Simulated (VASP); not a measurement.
A run of VASP 6.6.1 is set up as follows.

Contents of POSCAR:

```
Si
1.0
    5.4300000000      0.0000000000      0.0000000000
    0.0000000000      5.4300000000      0.0000000000
    0.0000000000      0.0000000000      5.4300000000
Si
7
Direct
    0.0001100000      0.4974100000      0.4972400000
    0.4971700000     -0.0017200000      0.5034300000
    0.4960700000      0.5031100000     -0.0029000000
    0.2478100000      0.2482400000      0.2523500000
    0.2492700000      0.7503500000      0.7532200000
    0.7495900000      0.2474700000      0.7494500000
    0.7527200000      0.7486700000      0.2480300000
```

File INCAR.step1:

```
SYSTEM = Si
PREC = Accurate
ENCUT = 400
EDIFF = 1E-5
ISMEAR = -1
SIGMA = 0.05
LREAL = .FALSE.
LASPH = .TRUE.
NELM = 120
ALGO = Normal
ISIF = 2
LWAVE = .TRUE.
GGA = PE
NBANDS = 23
GGA_COMPAT = .FALSE.
```

Contents of INCAR.step2:

```
SYSTEM = Si
PREC = Accurate
ENCUT = 400
EDIFF = 1E-6
ISMEAR = -1
SIGMA = 0.05
LREAL = .FALSE.
LASPH = .TRUE.
NELM = 120
ALGO = Normal
ISIF = 2
LWAVE = .FALSE.
LCHARG = .TRUE.
GGA = PE
LHFCALC = .TRUE.
HFSCREEN = 0.2079
PRECFOCK = Normal
LELF = .TRUE.
LVHAR = .TRUE.
ISTART = 1
NBANDS = 23
GGA_COMPAT = .FALSE.
```

KPOINTS

```
Automatic mesh
0
G
  1 1 1
  0 0 0
```

Potentials or basis: VASP PAW PBE potentials, release 64 (Si).

Launch:

```sh
$ cat potpaw_PBE.64/Si/POTCAR > POTCAR
$ cp INCAR.step1 INCAR
$ mpirun -np 1 vasp_gam > vasp.out
$ cp INCAR.step2 INCAR
$ mpirun -np 1 vasp_gam > vasp.out
```

Task: Estimate the pressure.

Result: -1.1 GPa.

Task: Predict the band gap on the k mesh.

Result: 0.77 eV.

Task: Estimate the largest force.

Result: 1.735 eV/Å.

Forces on the atoms (eV/Å):
```
Si   0.485  0.702 -1.162
Si  -0.779 -0.731  0.433
Si  -0.741 -0.017  0.368
Si   1.432  0.979 -0.024
Si   0.994 -0.781 -0.041
Si  -0.866  1.190  0.281
Si  -0.525 -1.342  0.145
```

Caveat: the k points lie up to 1.16 Å⁻¹ apart; the PAW data sets were made with another functional, which shifts forces and pressure a little. A k mesh can miss the band edges.
